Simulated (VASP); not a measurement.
Sn, 1 atom in the cell. It takes space group I4/mmm (No. 139, tetragonal). Conventional cell: a = 3.827 Å, b = 3.827 Å, c = 3.789 Å, α = 90.00°, β = 90.00°, γ = 90.00°. Sn (site symmetry 4/mmm) has 14 Sn at 3.30 to 3.83 Å within 4.3 Å. This isn't the form of Sn at room conditions, which is tetragonal (white tin).

- Program: VASP 6.6.1
- Task: single point
- Functional: r2SCAN
- Potentials or basis: VASP PAW PBE potentials, release 64 (Sn_d)
- Cutoff: 520 eV
- k mesh: 13 × 13 × 13
- Occupations: fermi-dirac, width 0.05 eV
- Spin: no spin polarisation
- Dipole correction: no
- Further INCAR settings: ALGO = Normal; EDIFF = 1e-07; NBANDS = 13

Potentials or basis: VASP PAW PBE potentials, release 64 (Sn_d).

The run is started by

```console
$ cat potpaw_PBE.64/Sn_d/POTCAR > POTCAR
$ cp INCAR.step1 INCAR
$ mpirun -np 1 vasp_std > vasp.out
$ cp INCAR.step2 INCAR
$ mpirun -np 1 vasp_std > vasp.out
```

Hardware: 1 thread of AMD EPYC 9R45 96-Core Processor (Zen 5), on a shared host.

**Question.** Estimate the wall time of this run.

**Answer.** Run time: 3 min on 1 thread of AMD EPYC 9R45 96-Core Processor (Zen 5), with other jobs on the host, peak memory 0.18 GiB. Counts: k points 196.
